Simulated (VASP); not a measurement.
A run of VASP 6.6.1 is set up as follows.

File INCAR:

```
  ALGO = Normal
  EDIFF = 1E-6
  ENCUT = 520
  GGA = PE
  ISIF = 2
  ISMEAR = -1
  LASPH = True
  LCHARG = False
  LREAL = False
  LWAVE = False
  NBANDS = 23
  NELM = 100
  PREC = Accurate
  SIGMA = 0.15
```

Contents of KPOINTS:

```
k-points
0
Gamma
  7 7 4
```

Contents of POSCAR:

```
PPt
1.0
    3.7760079196      0.0000000000      0.0000000000
   -1.8880039598      3.2701184452      0.0000000000
    0.0000000000      0.0000000000      6.4097259991
P Pt
2 2
Direct
    0.6666666667      0.3333333333      0.5031030000
    0.3333333333      0.6666666667      0.0031030000
    0.6666666667      0.3333333333      0.8718990000
    0.3333333333      0.6666666667      0.3718990000
```

Potentials or basis: VASP PAW PBE potentials, release 64 (P, Pt).

Command:

```bash
$ cat potpaw_PBE.64/P/POTCAR potpaw_PBE.64/Pt/POTCAR > POTCAR
$ mpirun -np 1 vasp_std > vasp.out
```

(1) What does it give for the largest force?

(2) Predict the band gap on the k mesh.

(3) Estimate the pressure.

Answers

(1) 0.139 eV/Å.

(2) zero (band 15 reaches 9.40 eV, above the bottom of band 16 at 5.80 eV).

(3) -3.0 GPa.

Caveat: spin-orbit coupling is left out, which moves the levels of the heavy elements.
